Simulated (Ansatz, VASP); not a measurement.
Si7Ge in VASP and in Ansatz

```
CELL_PARAMETERS angstrom
5.22020 0.00000 0.00000
0.00000 5.22020 0.00000
0.00000 0.00000 5.01452
ATOMIC_POSITIONS crystal
Si 0.25260 0.25260 0.25260
Si 0.00000 0.50000 0.50000
Si 0.50000 0.50000 0.00000
Si 0.50000 0.00000 0.50000
Si 0.74740 0.25260 0.74740
Si 0.74740 0.74740 0.25260
Si 0.25260 0.74740 0.74740
Ge 0.00000 0.00000 0.00000
```

Alike in both runs: task single point; functional PBEsol; k mesh 8 × 8 × 8; occupations gaussian, width 0.03 eV; no spin polarisation.

|  | VASP | Ansatz |
| --- | --- | --- |
| version | VASP 6.6.1 | Ansatz 0.2.0 |
| potentials or method | VASP PAW PBE potentials, release 64 (Si, Ge_d), cutoff 520 eV | scalar-relativistic, plane waves, PAW |
| valence electrons in the cell | 42 | 42 |

```tsv
	VASP	Ansatz	Ansatz less VASP
gap on the k mesh at the Fermi level (eV)	none	none	-
pressure (GPa)	22.8	22.7	-0.09
traceless stress, the component that is largest in VASP (GPa)	1.80	1.80	+0.005
rms of the force components (eV/Å)	0.013	0.011	-0.0013
```

VASP's potentials were made for PBE, not for PBEsol, and Ansatz warns of the same on its side. Atom by atom the forces differ by 0.005 eV/Å (rms over components). A gap of «none» marks a metal or a gap that the smearing closes. With one functional, cell and mesh, what is left measures potentials, basis and numerics.
